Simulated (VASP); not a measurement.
Crystal: ZrO2.

```
CELL_PARAMETERS angstrom
3.54750 0.00000 0.00000
0.00000 3.54750 0.00000
0.00000 0.00000 5.10703
ATOMIC_POSITIONS crystal
Zr 0.00000 0.00000 0.00000
Zr 0.50000 0.50000 0.50000
O 0.00000 0.50000 0.20119
O 0.00000 0.50000 0.70119
O 0.50000 0.00000 0.29881
O 0.50000 0.00000 0.79881
```

| Item | Value |
| --- | --- |
| Program | VASP 6.6.1 |
| Task | relaxation of the atoms |
| Functional | PBE |
| Potentials or basis | VASP PAW PBE potentials, release 64 (Zr_sv, O) |
| Cutoff | 520 eV |
| k mesh | 8 × 8 × 6 |
| Occupations | fermi-dirac, width 0.02 eV |
| Spin | no spin polarisation |

At the start: pressure 17.4 GPa; volume 10.71 Å³/atom.

Q: How do energy, volume and symmetry change on relaxing?

A: Over 3 steps the energy falls by 3.4 meV/atom at a fixed cell; space group P4_2/nmc (No. 137, to 0.1 Å) before and after.

The path:
| step | energy change (eV) | largest force (eV/Å) | pressure (GPa) |
| --- | --- | --- | --- |
| 1 | 0.0000 | 0.2309 | 17.40 |
| 2 | -0.0089 | 0.1686 | 16.81 |
| 3 | -0.0204 | 0.0115 | 15.22 |

Final structure:
```cif
data_structure
_symmetry_space_group_name_H-M 'P 1'
_symmetry_Int_Tables_number 1
_cell_length_a 3.5475
_cell_length_b 3.5475
_cell_length_c 5.1070
_cell_angle_alpha 90.000
_cell_angle_beta 90.000
_cell_angle_gamma 90.000
_cell_volume 64.27
loop_
_atom_site_label
_atom_site_type_symbol
_atom_site_fract_x
_atom_site_fract_y
_atom_site_fract_z
_atom_site_occupancy
Zr1 Zr 0.00000 0.00000 0.00000 1
Zr2 Zr 0.50000 0.50000 0.50000 1
O1 O 0.00000 0.50000 0.20991 1
O2 O 0.00000 0.50000 0.70991 1
O3 O 0.50000 0.00000 0.29009 1
O4 O 0.50000 0.00000 0.79009 1
```
